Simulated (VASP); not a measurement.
Input of a VASP 6.6.1 run:

The input POSCAR:

```
Sr
1.0
    6.0800000000      0.0000000000      0.0000000000
    0.0000000000      6.0800000000      0.0000000000
    0.0000000000      0.0000000000      6.0800000000
Sr
4
Direct
    0.0000000000      0.0000000000      0.0000000000
    0.0000000000      0.5000000000      0.5000000000
    0.5000000000      0.0000000000      0.5000000000
    0.5000000000      0.5000000000      0.0000000000
```

File INCAR.step1:

```
  ALGO = Normal
  EDIFF = 1E-4
  ENCUT = 600
  GGA = PE
  ISMEAR = 0
  LASPH = True
  LCHARG = False
  LREAL = False
  LWAVE = True
  NELM = 60
  PREC = Accurate
  SIGMA = 0.1
```

The input INCAR.step2:

```
  ALGO = Normal
  EDIFF = 1E-6
  EDIFFG = -0.02
  ENCUT = 600
  IBRION = 2
  ISIF = 3
  ISMEAR = 0
  ISTART = 1
  LASPH = True
  LCHARG = False
  LMIXTAU = True
  LREAL = False
  LWAVE = False
  METAGGA = R2SCAN
  NELM = 60
  NSW = 80
  PREC = Accurate
  SIGMA = 0.1
```

File KPOINTS:

```
k-points
0
Gamma
  4 4 4
```

Potentials or basis: VASP PAW PBE potentials, release 64 (Sr_sv).

Launch:

```bash
$ cat potpaw_PBE.64/Sr_sv/POTCAR > POTCAR
$ cp INCAR.step1 INCAR
$ mpirun -np 1 vasp_std > vasp.out
$ cp INCAR.step2 INCAR
$ mpirun -np 1 vasp_std > vasp.out
```

Problem. Estimate the space group after relaxing (to 0.1 Å).

Solution. Fm-3m (No. 225).

Problem. Estimate the relaxed volume.

Solution. 57.24 Å³/atom.

Problem. Predict the relaxed cell.

Solution. a = 6.118 Å, b = 6.118 Å, c = 6.118 Å, α = 90.00°, β = 90.00°, γ = 90.00°.

The path:
| step | energy change (eV) | largest force (eV/Å) | pressure (GPa) | volume (Å³) |
| --- | --- | --- | --- | --- |
| 1 | 0.0000 | 0.0000 | 0.20 | 224.76 |
| 2 | -0.0020 | 0.0000 | 0.08 | 227.05 |
| 3 | -0.0024 | 0.0000 | -0.02 | 228.98 |

Caveat: the highest band is partly filled, so the run has too few bands; the PAW data sets were made with another functional, which shifts forces and pressure a little.
